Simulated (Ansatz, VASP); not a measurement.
**HfC: VASP beside Ansatz**

The input INCAR:

```
SYSTEM = HfC
ALGO = Normal ; DIPOL = 0.5 0.5 0.500
EDIFF = 1E-6 ; ENCUT = 520
GGA = PS ; IDIPOL = 3
ISIF = 2 ; ISMEAR = -1
LASPH = .True. ; LCHARG = .False.
LDIPOL = .True. ; LREAL = .False.
LWAVE = .False. ; NBANDS = 22
NELM = 100 ; PREC = Accurate
SIGMA = 0.08
```

KPOINTS

```
k-points
0
Gamma
  11 11 1
  0 0 0
```

File POSCAR:

```
HfC
1.0
    3.2578741457      0.0000000000      0.0000000000
    0.0000000000      3.2578741457      0.0000000000
    0.0000000000      0.0000000000     13.2257000000
Hf C
2 2
Direct
    0.0000000000      0.0000000000      0.4177985209
    0.5000000000      0.5000000000      0.5822014752
    0.5000000000      0.5000000000      0.4158582805
    0.0000000000      0.0000000000      0.5841417195
```

Input for Ansatz:

```yaml
crystal:
  lattice:
    - [3.2578741457, 0.0, 0.0]
    - [0.0, 3.2578741457, 0.0]
    - [0.0, 0.0, 13.2257]
  atoms:
    - { symbol: Hf, position: [0.0, 0.0, 0.4177985209] }
    - { symbol: C, position: [0.5, 0.5, 0.4158582805] }
    - { symbol: Hf, position: [0.5, 0.5, 0.5822014752] }
    - { symbol: C, position: [0.0, 0.0, 0.5841417195] }
kpoints:
  mp_grid: { grid: [11, 11, 1] }
scf:
  occupations: { method: fermi_dirac, width: 0.08 }
hamiltonian:
  xc: pbesol
  pseudopotentials: { kind: paw }
output:
  forces: true
  stress: true
  eigenvalues: true
efield:
  axis: 3
  amplitude: 0
  dipole_correction: true
```

Alike in both runs: task single point; functional PBEsol; k mesh 11 × 11 × 1; occupations fermi-dirac, width 0.08 eV; no spin polarisation.

```csv
,VASP,Ansatz
version,VASP 6.6.1,Ansatz 0.2.0
potentials or method,"VASP PAW PBE potentials, release 64 (Hf_pv, C)","PAW with Ansatz's default frozen-core files, scalar-relativistic"
plane-wave cutoff (eV),520,420
valence electrons in the cell,28,60
```

Ansatz gave:

| Item | Value |
| --- | --- |
| rms of the force components (eV/Å) | 0.004 |

**Question.** Which values does VASP return?

**Answer.** rms of the force components (eV/Å): 0.033.

VASP's potentials were made for PBE, not for PBEsol. VASP's potentials hold 28 valence electrons a cell and Ansatz's 60, so a difference there can come from the potentials and not from the codes. Ansatz's warnings: vacuum density over bound.

Neither program's run includes spin-orbit coupling.
